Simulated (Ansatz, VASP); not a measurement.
## Two plane-wave programs on RbBr

INCAR

```
PREC = Accurate ; ENCUT = 520
EDIFF = 1E-7 ; ISMEAR = -1
SIGMA = 0.02 ; LREAL = F
LASPH = T ; NELM = 100
ALGO = Normal ; ISIF = 2
LWAVE = F ; LCHARG = F
GGA = PE ; NBANDS = 15
```

KPOINTS

```
Automatic mesh
0
Gamma
  6 6 6
```

File POSCAR:

```
RbBr
1.0
    0.0000000000      3.4608261073      3.4608261073
    3.6362899909      0.0000000000      3.4608261073
    3.6362899909      3.4608261073      0.0000000000
Rb Br
1 1
Direct
    0.0000000000      0.0000000000      0.0000000000
    0.5000000000      0.5000000000      0.5000000000
```

Input for Ansatz:

```yaml
crystal:
  lattice:
    - [0.0, 3.4608261073, 3.4608261073]
    - [3.6362899909, 0.0, 3.4608261073]
    - [3.6362899909, 3.4608261073, 0.0]
  atoms:
    - { symbol: Rb, position: [0.0, 0.0, 0.0] }
    - { symbol: Br, position: [0.5, 0.5, 0.5] }
kpoints:
  mp_grid: { grid: [6, 6, 6] }
  band_path:
    path:
      - [0.0, 0.0, 0.0]
      - [0.5, 0.0, 0.5]
      - [0.625, 0.25, 0.625]
      - [0.375, 0.375, 0.75]
      - [0.5, 0.5, 0.5]
      - [0.5, 0.25, 0.75]
    npoints: 1
hamiltonian:
  xc: pbe
scf:
  occupations: { method: fermi_dirac, width: 0.02 }
  n_extra_bands: 4
output:
  forces: true
  stress: true
  eigenvalues: true
```

Change from the starting cell: uniaxial_x strain +5.1%.

Alike in both runs: task single point; functional PBE; k mesh 6 × 6 × 6; occupations fermi-dirac, width 0.02 eV; no spin polarisation.

|  | VASP | Ansatz |
| --- | --- | --- |
| version | VASP 6.6.1 | Ansatz 0.2.0 |
| potentials or method | VASP PAW PBE potentials, release 64 (Rb_sv, Br) | plane waves, PAW |
| plane-wave cutoff (eV) | 520 | 420 |
| valence electrons in the cell | 16 | 16 |

|  | VASP | Ansatz | Ansatz less VASP |
| --- | --- | --- | --- |
| gap on the k mesh at the Fermi level (eV) | 4.16 | 4.16 | +0.002 |
| pressure (GPa) | 0.0 | 0.0 | -0.02 |
| traceless stress, the component that is largest in VASP (GPa) | -0.65 | -0.65 | +0.008 |
